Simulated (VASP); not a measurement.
# H2CO in VASP: a series of runs

The runs below take H2CO through single point, with PBE+D3(BJ).

All numbers are computed with VASP 6.6.1; they aren't measurements. Logs are shortened: lines on timing, memory, paths and dates and some standing lists are left out, and cuts for length are marked.

## (1) The cell of the first run

The cell holds a disordered packing, 40 atoms: a = 8.188 Å, b = 8.188 Å, c = 8.188 Å, α = 90.00°, β = 90.00°, γ = 90.00°.

## (2) Single point, PBE+D3(BJ)

Input file INCAR:

```
PREC = Accurate
ENCUT = 1000
EDIFF = 1E-6
ISMEAR = -1
SIGMA = 0.02
LREAL = Auto
LASPH = T
NELM = 120
ALGO = Normal
ISIF = 2
LWAVE = F
LCHARG = F
GGA = PE
IVDW = 12
NBANDS = 86
GGA_COMPAT = F
```

Input file KPOINTS:

```
regular mesh
0
Gamma
  1 1 1
```

Input file POSCAR:

```
H2CO
1.0
    8.1882440000      0.0000000000      0.0000000000
    0.0000000000      8.1882440000      0.0000000000
    0.0000000000      0.0000000000      8.1882440000
O C H
10 10 20
Direct
    0.4729707615      0.1917138766      0.5572867638
    0.5880748058      0.8569358705      0.8218734078
    0.3404270806      0.4198946685     -0.0054712586
    1.0180204693      0.0692456160      0.4333529875
    0.8448209409      0.5466129246      1.0163595516
    0.8284071652      0.0703325402      1.0605326368
    0.7020186502      0.8809581151      0.4224593209
    0.2875586023      0.7812908360      0.1611334494
    0.4158645004      0.5267673997      0.4802494894
    0.0062162290      0.5708672091      0.4568867269
    0.3945412472      0.1661284153      0.4384578672
    0.7117765421      0.8106744254      0.7465703269
    0.4399111702      0.5202824928      0.0319482419
    0.9150069294      0.1785242355      0.4317409203
    0.9658603237      0.4609535329      0.9888322820
    0.7121184957      0.1418497055      1.0031943357
    0.6845545883      0.8246945255      0.2860198108
    0.1569445170      0.8363820130      0.1116600824
    0.4973838103      0.4671697619      0.5986509440
    0.0759747755      0.6742471280      0.5386991399
    0.3514062356      0.2739048812      0.3708365310
    0.3694320785      0.0404238076      0.3919033190
    0.8183195322      0.8969200234      0.7308282460
    0.7392427485      0.6744425300      0.7294970692
    0.4942085263      0.6011178954     -0.0622844165
    0.4848048006      0.5381617841      0.1576162117
    0.9163747441      0.2789242724      0.3543983301
    0.8112972696      0.1716118865      0.5219556232
    0.9618912187      0.3299242182      0.9885147536
    1.0923953903      0.5146646827      0.9556139265
    0.7139137524      0.2166398559      0.8860019315
    0.5897967867      0.1323482788      1.0510556354
    0.5993837018      0.8784911637      0.1936312596
    0.7571342525      0.7160998133      0.2404178478
    0.0797973290      0.9231893920      0.1885141674
    0.1027937125      0.7913540437     -0.0063017174
    0.6344461645      0.4622847096      0.5898944878
    0.4298601751      0.4184413655      0.7129733799
    0.0178548661      0.7202765330      0.6482952877
    0.1956585563      0.7314144522      0.5201847918
```

Potentials or basis: VASP PAW PBE potentials, release 64 (O_h, C_h, H_h).

On the command line:

```console
$ cat potpaw_PBE.64/O_h/POTCAR potpaw_PBE.64/C_h/POTCAR potpaw_PBE.64/H_h/POTCAR > POTCAR
$ mpirun -np 1 vasp_gam > vasp.out
```

OUTCAR:

```text
PREC = Accurate
   ENCUT = 1000
   EDIFF = 1E-6
   ISMEAR = -1
   LREAL = Auto
   LASPH = T
   NELM = 120
   ISIF = 2
   GGA = PE
   IVDW = 12
 IVDW          = 12

 ion  position               nearest neighbor table
   1  0.473  0.192  0.557-  11 1.18
   2  0.588  0.857  0.822-  12 1.24
   3  0.340  0.420  0.995-  13 1.20
   4  0.018  0.069  0.433-  14 1.23
   5  0.845  0.547  0.016-  15 1.23
   6  0.828  0.070  0.061-  16 1.21
   7  0.702  0.881  0.422-  17 1.22
   8  0.288  0.781  0.161-  18 1.23
   9  0.416  0.527  0.480-  19 1.27
  10  0.006  0.571  0.457-  20 1.22
  11  0.395  0.166  0.438-  21 1.10  22 1.12   1 1.18
  12  0.712  0.811  0.747-  23 1.13  24 1.15   2 1.24
  13  0.440  0.520  0.032-  26 1.10  25 1.11   3 1.20
  14  0.915  0.179  0.432-  27 1.04  28 1.13   4 1.23
  15  0.966  0.461  0.989-  29 1.07  30 1.16   5 1.23
  16  0.712  0.142  0.003-  32 1.08  31 1.14   6 1.21
  17  0.685  0.825  0.286-  33 1.12  34 1.13   7 1.22
  18  0.157  0.836  0.112-  36 1.12  35 1.14   8 1.23
  19  0.497  0.467  0.599-  37 1.13  38 1.16   9 1.27
  20  0.076  0.674  0.539-  39 1.08  40 1.10  10 1.22
  21  0.351  0.274  0.371-  11 1.10
  22  0.369  0.040  0.392-  11 1.12
  23  0.818  0.897  0.731-  12 1.13
  24  0.739  0.674  0.729-  12 1.15
  25  0.494  0.601  0.938-  13 1.11
  26  0.485  0.538  0.158-  13 1.10
[... 12 lines left out ...]
  39  0.018  0.720  0.648-  20 1.08
  40  0.196  0.731  0.520-  20 1.10

  LATTYP: Found a simple cubic cell.
 ALAT       =     8.1882440000

  Lattice vectors:

 A1 = (   8.1882440000,   0.0000000000,   0.0000000000)
 A2 = (   0.0000000000,   8.1882440000,   0.0000000000)
 A3 = (   0.0000000000,   0.0000000000,   8.1882440000)

Analysis of symmetry for initial positions (statically):
=====================================================================
 Subroutine PRICEL returns:
 Original cell was already a primitive cell.

 Routine SETGRP: Setting up the symmetry group for a
 simple cubic supercell.

 Subroutine GETGRP returns: Found  1 space group operations
 (whereof  1 operations were pure point group operations)
 out of a pool of 48 trial point group operations.

The static configuration has the point symmetry C_1 .

Analysis of symmetry for dynamics (positions and initial velocities):
=====================================================================
 Subroutine PRICEL returns:
 Original cell was already a primitive cell.

 Routine SETGRP: Setting up the symmetry group for a
 simple cubic supercell.

 Subroutine GETGRP returns: Found  1 space group operations
 (whereof  1 operations were pure point group operations)
 out of a pool of 48 trial point group operations.

The dynamic configuration has the point symmetry C_1 .

 Subroutine INISYM returns: Found  1 space group operations
 (whereof  1 operations are pure point group operations),
 and found     1 'primitive' translations

----------------------------------------------------------------------------------------

                                     Primitive cell

  volume of cell :     549.0000

  direct lattice vectors                    reciprocal lattice vectors
     8.188244000  0.000000000  0.000000000     0.122126307  0.000000000  0.000000000
     0.000000000  8.188244000  0.000000000     0.000000000  0.122126307  0.000000000
     0.000000000  0.000000000  8.188244000     0.000000000  0.000000000  0.122126307

  length of vectors
     8.188244000  8.188244000  8.188244000     0.122126307  0.122126307  0.122126307

  position of ions in fractional coordinates (direct lattice)
     0.472970762  0.191713877  0.557286764
     0.588074806  0.856935871  0.821873408
     0.340427081  0.419894668  0.994528741
     0.018020469  0.069245616  0.433352988
     0.844820941  0.546612925  0.016359552
     0.828407165  0.070332540  0.060532637
[... 32 lines left out ...]
     0.017854866  0.720276533  0.648295288
     0.195658556  0.731414452  0.520184792

  ion indices of the primitive-cell ions
   primitive index   ion index
                 1           1
                 2           2
                 3           3
                 4           4
                 5           5
                 6           6
[... 32 lines left out ...]
                39          39
                40          40

----------------------------------------------------------------------------------------

 KPOINTS: regular mesh

Automatic generation of k-mesh.
 Grid dimensions read from file:
 generate k-points for:    1    1    1

 Generating k-lattice:

  Cartesian coordinates                     Fractional coordinates (reciprocal lattice)
     0.122126307  0.000000000  0.000000000     1.000000000  0.000000000  0.000000000
     0.000000000  0.122126307  0.000000000     0.000000000  1.000000000  0.000000000
     0.000000000  0.000000000  0.122126307     0.000000000  0.000000000  1.000000000

  Length of vectors
     0.122126307  0.122126307  0.122126307

  Shift w.r.t. Gamma in fractional coordinates (k-lattice)
     0.000000000  0.000000000  0.000000000

 Subroutine IBZKPT returns following result:
 ===========================================

 Found      1 irreducible k-points:

 Following reciprocal coordinates:
            Coordinates               Weight
  0.000000  0.000000  0.000000      1.000000
   k-points           NKPTS =      1   k-points in BZ     NKDIM =      1   number of bands    NBANDS=     86
   number of dos      NEDOS =    301   number of ions     NIONS =     40
   total plane-waves  NPLWV = 592704
   dimension x,y,z NGX =    84 NGY =   84 NGZ =   84
   dimension x,y,z NGXF=   168 NGYF=  168 NGZF=  168
   ions per type =              10  10  20
   NGX,Y,Z   is equivalent  to a cutoff of  17.05, 17.05, 17.05 a.u.
   NGXF,Y,Z  is equivalent  to a cutoff of  34.11, 34.11, 34.11 a.u.
 SYSTEM =  unknown system
   PREC   = accura    normal or accurate (medium, high low for compatibility)
   ISTART =      0    job   : 0-new  1-cont  2-samecut
   ICHARG =      2    charge: 1-file 2-atom 10-const
   ISPIN  =      1    spin polarized calculation?
   LNONCOLLINEAR =      F non collinear calculations
   LSORBIT =      F    spin-orbit coupling
   LASPH  =      T    aspherical Exc in radial PAW
   ENCUT  = 1000.0 eV  73.50 Ry    8.57 a.u.  21.11 21.11 21.11*2*pi/ulx,y,z
   NELM   =    120;   NELMIN=  2; NELMDL= -5     # of ELM steps
   EDIFF  = 0.1E-05   stopping-criterion for ELM
   LREAL  =      T    real-space projection
   EDIFFG = 0.1E-04   stopping-criterion for IOM
   NSW    =      0    number of steps for IOM
   IBRION =     -1    ionic relax: 0-MD 1-quasi-New 2-CG
   NFREE  =      0    steps in history (QN), initial steepest desc. (CG)
   ISIF   =      2    stress and relaxation
   ISYM   =      2    0-nonsym 1-usesym 2-fastsym
   POTIM  = 0.5000    time-step for ionic-motion
   TEBEG  =    0.0;   TEEND  =   0.0 temperature during run
   PSTRESS=    0.0 pullay stress
   NELECT =     120.0000    total number of electrons
   NUPDOWN=      -1.0000    fix difference up-down
   EMIN   =  10.00;   EMAX   =-10.00  energy-range for DOS
   EFERMI =   0.00;   METHOD = LEGACY
   ISMEAR =    -1;   SIGMA  =   0.02  broadening in eV -4-tet -1-fermi 0-gaus
   EFERMI_NEDOS =   21; number of points for ismear=-14 and -15
   IALGO  =     38    algorithm
   IMIX   =      4    mixing-type and parameters
     AMIX     =   0.40;   BMIX     =  1.00
     AMIX_MAG =   1.60;   BMIX_MAG =  1.00
  volume/ion in A,a.u.               =      13.72        92.62
  Fermi-wavevector in a.u.,A,eV,Ry     =   0.986153  1.863560 13.231645  0.972499
  Thomas-Fermi vector in A             =   2.117513
   LORBIT       =      0    0 simple, 1 ext, 2 COOP (PROOUT), +10 PAW based schemes
   GGA     = PE    functional components
   LHFCALC =     F    Hartree Fock is set to
   AEXX    =    0.0000 exact exchange contribution
   IVDW    =    12    specifies the selected vdW correction
   LEPSILON=     F    determine dielectric tensor
   LRPA    =     F    only Hartree local field effects (RPA)
 non-spin polarized calculation
  energy-cutoff  :     1000.00
  volume of cell :      549.00
 maximum number of plane-waves:     19612
   NGX = 43   NGY = 43   NGZ = 43

 number of electron     120.0000006 magnetization

 Free energy of the ion-electron system (eV)
  ---------------------------------------------------
  ext. energy  EPLUGINS =         0.00000000
  ---------------------------------------------------
  free energy    TOTEN  =      -222.98524309 eV

  energy without entropy =     -222.98524309  energy(sigma->0) =     -222.98524309

 E-fermi :  -1.5434     XC(G=0):  -6.4428

 val. band max:       -2.0950705471   @ k =   0.0000   0.0000   0.0000
 cond. band min:       0.3637688496   @ k =   0.0000   0.0000   0.0000
 fundamental gap:      2.4588393968
 Fermi energy:        -1.5433856739

 k-point     1 :       0.0000    0.0000    0.0000
  band No.  band energies     occupation
      1     -23.8762      2.00000
      2     -23.5622      2.00000
      3     -23.2145      2.00000
      4     -23.1770      2.00000
      5     -23.0087      2.00000
      6     -22.9783      2.00000
[... 64 lines left out ...]
     71       2.7954      0.00000
     72       3.6183      0.00000
 [bands above 72 left out]

------------------------ aborting loop because EDIFF is reached ----------------------------------------

 Edisp (eV)   -1.64298

 E8    (eV) :    -0.3812

  FORCE on cell =-STRESS in cart. coord.  units (eV):
  Direction    XX          YY          ZZ          XY          YZ          ZX
  --------------------------------------------------------------------------------------
  -------------------------------------------------------------------------------------
  Total      -5.75781    -1.74603    -2.38172     3.87664    -0.07312     0.67279
  in kB     -16.80334    -5.09553    -6.95070    11.31342    -0.21340     1.96345
  external pressure =       -9.62 kB  Pullay stress =        0.00 kB

 VOLUME and BASIS-vectors are now :
 -----------------------------------------------------------------------------
  energy-cutoff  :     1000.00
  volume of cell :      549.00
      direct lattice vectors                 reciprocal lattice vectors
     8.188244000  0.000000000  0.000000000     0.122126307  0.000000000  0.000000000
     0.000000000  8.188244000  0.000000000     0.000000000  0.122126307  0.000000000
     0.000000000  0.000000000  8.188244000     0.000000000  0.000000000  0.122126307

 POSITION                                       TOTAL-FORCE (eV/Angst)
 -----------------------------------------------------------------------------------
      3.87280      1.56980      4.56320         1.665450     -0.313660      2.337733
      4.81530      7.01680      6.72970         1.539134     -0.653405     -1.486519
      2.78750      3.43820      8.14344        -1.253788     -1.455371     -0.240410
      0.14756      0.56700      3.54840        -0.396703      0.980733     -0.244946
      6.91760      4.47580      0.13396         1.112468     -0.909726     -0.254050
      6.78320      0.57590      0.49566         0.130652      0.321761     -0.066760
[... 32 lines left out ...]
      0.14620      5.89780      5.30840        -0.541972      0.295838      0.930421
      1.60210      5.98900      4.25940         0.417932     -0.252483     -0.798795
 -----------------------------------------------------------------------------------
    total drift:                                0.000630      0.003867      0.003952

  FREE ENERGIE OF THE ION-ELECTRON SYSTEM (eV)
  ---------------------------------------------------
  free  energy   TOTEN  =      -224.6282196760 eV

  energy  without entropy=     -224.6282196760  energy(sigma->0) =     -224.62821968
```

Run time: 3 min. Hardware: 1 thread of Intel Xeon Platinum 8488C (Sapphire Rapids), shared host; peak memory 1 GiB.

What came out:

```yaml
Free_energy: -224.6282 eV
Pressure: -1.0 GPa
Largest_force: 3.809 eV/Å
Band_gap_on_the_k_mesh: 2.46 eV
Dispersion_energy_per_atom: -0.041 eV
```

Forces on the atoms (eV/Å):
```
O    1.665 -0.314  2.338
O    1.539 -0.653 -1.487
O   -1.254 -1.455 -0.240
O   -0.397  0.981 -0.245
O    1.112 -0.910 -0.254
O    0.131  0.322 -0.067
O   -0.316 -0.144 -0.347
O   -0.984  0.747 -0.420
O    1.740 -1.049  2.409
O    0.668  0.462 -0.013
C   -0.990 -0.299 -1.941
C   -0.604  0.180  2.356
C    1.260  1.298  0.044
C    0.122 -2.987  2.360
C    0.163  2.356 -0.308
C    0.204 -0.043 -1.304
C    0.437 -0.294 -0.175
C    0.293 -0.551  0.814
C   -2.329  0.497 -1.801
C   -0.593 -0.527 -0.209
H   -0.465  0.183 -0.599
H   -0.052  0.159  0.119
H   -0.510 -0.359 -0.410
H   -0.391  1.008 -0.393
H    0.126  0.192  0.015
H   -0.004 -0.094  0.312
H    0.274  1.938 -1.695
H    0.161  0.141 -0.319
H   -0.099 -1.178  0.132
H   -1.129 -0.345  0.382
H    0.418 -0.230  0.529
H   -0.931 -0.099  0.717
H    0.022 -0.064  0.258
H   -0.320  0.368  0.312
H    0.566 -0.379 -0.567
H    0.105  0.325  0.191
H   -0.450 -0.063  0.259
H    0.933  0.838 -0.884
H   -0.542  0.296  0.930
H    0.418 -0.252 -0.799
```

Caveat: the k points lie up to 0.77 Å⁻¹ apart; the atoms stand as in a frame of molecular dynamics.

## (3) Single point, PBE+D3(BJ)

Input file INCAR:

```
SYSTEM = H2CO
PREC = Accurate ; ENCUT = 1000
EDIFF = 1E-6 ; ISMEAR = -1
SIGMA = 0.02 ; LREAL = Auto
LASPH = .True. ; NELM = 120
ALGO = Normal ; ISIF = 2
LWAVE = .False. ; LCHARG = .False.
GGA = PE ; IVDW = 12
NBANDS = 86 ; GGA_COMPAT = .False.
```

Input file KPOINTS:

```
Automatic mesh
0
Gamma
  1 1 1
  0 0 0
```

Input file POSCAR:

```
H2CO
1.0
    8.1882440000      0.0000000000      0.0000000000
    0.0000000000      8.1882440000      0.0000000000
    0.0000000000      0.0000000000      8.1882440000
O C H
10 10 20
Direct
    0.4565423823      0.1676902404      0.5437981621
    0.5706723789      0.8249994686      0.7521164303
    0.3135975629      0.3938369706      0.0227182585
    1.0211194029      0.0740293126      0.4274987614
    0.8120633177      0.4993788847      0.9773297934
    0.7813049500      0.0537702897      0.9659500948
    0.6645884737      0.8645108065      0.3492832605
    0.2808480665      0.8396436253      0.0637166584
    0.3482960973      0.6121706476      0.4431038307
    0.0083828294      0.5527783204      0.5993800769
    0.3710830648      0.0512924238      0.5090434690
    0.7025794076      0.7619355665      0.7278388554
    0.4244112128      0.4907922607      0.0402323192
    0.9058233265      0.1654564148      0.4479505714
    0.9405455372      0.4247705635      0.9743496838
    0.6476569698      0.0887534230      0.9095504434
    0.6787494473      0.8110539546      0.2115950508
    0.1382471248      0.8747178512      0.0808038500
    0.4112939090      0.5108636690      0.5316980546
    0.0791259736      0.6813263930      0.5743139958
    0.3640408061      0.0034809852      0.3825127897
    0.2986538514     -0.0132624467      0.6039893435
    0.8177662487      0.8188792216      0.7731450622
    0.7156796847      0.6451041703      0.6603857444
    0.5020652120      0.5298567732     -0.0641519884
    0.4530634330      0.5465425560      0.1608846060
    0.7802371206      0.1183207669      0.4729909190
    0.9224345471      0.3008106220      0.4424934705
    0.9580444034      0.3093729218      1.0436748817
    1.0461745427      0.4672892895      0.9005513878
    0.6342304153      0.1563872488      0.7928290266
    0.5316846943      0.0599250882      0.9740920391
    0.5813787992      0.8277773487      0.1182890713
    0.7877327776      0.7393366398      0.1721138991
    0.0768963957      0.9736443595      0.0099098161
    0.0611274880      0.8073515003      0.1711811426
    0.5348465744      0.4610372994      0.5065458817
    0.3486445378      0.4607524949      0.6413120211
    0.1641129486      0.7341415417      0.6666116182
    0.0564488845      0.7571779323      0.4643546474
```

Potentials or basis: VASP PAW PBE potentials, release 64 (O_h, C_h, H_h).

On the command line:

```console
$ cat potpaw_PBE.64/O_h/POTCAR potpaw_PBE.64/C_h/POTCAR potpaw_PBE.64/H_h/POTCAR > POTCAR
$ mpirun -np 1 vasp_gam > vasp.out
```

It took 4.3 min on 1 thread of Intel Xeon Platinum 8259CL at 2.50GHz (Skylake/Cascade Lake), shared host; peak memory 1 GiB.

It converged, with:

```
Free energy                : -225.6547 eV
Pressure                   : -0.4 GPa
Largest force              : 0.256 eV/Å
Band gap on the k mesh     : 2.93 eV
Dispersion energy per atom : -0.041 eV
```

Forces on the atoms (eV/Å):
```
O   -0.016 -0.012 -0.027
O    0.029  0.012  0.033
O   -0.011 -0.017  0.018
O   -0.076 -0.053  0.043
O   -0.034  0.002  0.039
O   -0.036 -0.044 -0.002
O    0.068 -0.086 -0.048
O    0.150  0.062 -0.128
O    0.083 -0.198  0.141
O   -0.025  0.003 -0.015
C    0.093  0.085 -0.045
C    0.002 -0.022 -0.019
C   -0.002  0.044 -0.032
C    0.086  0.111 -0.020
C    0.052  0.005 -0.072
C   -0.050  0.029  0.029
C   -0.052  0.035  0.042
C   -0.117 -0.060  0.143
C   -0.046  0.141 -0.123
C   -0.008 -0.066  0.029
H   -0.056 -0.017  0.044
H    0.010 -0.048 -0.035
H   -0.022 -0.016 -0.013
H    0.046  0.039  0.018
H    0.005  0.010  0.015
H   -0.015 -0.038 -0.020
H    0.090  0.027 -0.037
H   -0.071 -0.082  0.037
H   -0.022 -0.001  0.004
H   -0.020 -0.015  0.021
H   -0.012 -0.006 -0.008
H    0.031 -0.019 -0.004
H    0.037 -0.015  0.024
H   -0.045  0.056  0.037
H    0.051 -0.054  0.071
H   -0.070  0.081 -0.090
H    0.007  0.040 -0.030
H   -0.032  0.049  0.009
H   -0.013  0.032 -0.031
H    0.011  0.006  0.004
```

Stress tensor (GPa, compression positive):
```
-0.41  0.08 -0.15
 0.08 -0.40  0.05
-0.15  0.05 -0.54
```

Levels at points of the mesh, in eV from the valence-band top:
| k point | band 58 | band 59 | band 60 | band 61 | band 62 | band 63 |
| --- | --- | --- | --- | --- | --- | --- |
| (0.00, 0.00, 0.00) | -0.17 | -0.11 | 0.00 | 2.93 | 3.03 | 3.21 |

Caveat: the k points lie up to 0.77 Å⁻¹ apart.

(Part 1 of 2 ends here.)
